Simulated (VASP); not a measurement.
Crystal: BaTiO3.

```xyz
5
Lattice="3.9841 0.0000 0.0000 0.0000 2.8371 2.8458 0.0000 -2.8371 2.8458" Properties=species:S:1:pos:R:3 pbc="T T T"
Ba    0.0000    0.0000    0.0382
Ti    1.9921    0.0000    2.9613
O     0.0000    0.0000    2.7992
O     1.9921   -1.3929    4.2044
O     1.9921    1.3929    4.2044
```

Base run:

* Program: VASP 6.6.1
* Functional: r2SCAN
* Potentials or basis: VASP PAW PBE potentials, release 64 (Ba_sv, Ti_sv, O)
* Cutoff: 520 eV
* k mesh: 8 × 8 × 8
* Occupations: fermi-dirac, width 0.02 eV
* Spin: no spin polarisation

Its results: band gap on the k mesh 2.52 eV (least direct gap 2.91 eV); pressure 2.8 GPa; largest force 0.121 eV/Å.

The run is repeated on the same cell with these changes: functional from r2SCAN to LDA; potentials or basis from VASP PAW PBE potentials, release 64 (Ba_sv, Ti_sv, O) to VASP PAW LDA potentials, release 64 (Ba_sv, Ti_sv, O). What comes out?

Band gap on the k mesh 2.03 eV (least direct gap 2.39 eV); pressure -4.9 GPa; largest force 0.068 eV/Å.

Caveats: spin-orbit coupling is left out, which moves the levels of the heavy elements; the PAW data sets were made with another functional, which shifts forces and pressure a little (at least some runs); the cell stands under tension (at least some runs).

A k mesh can miss the band edges.
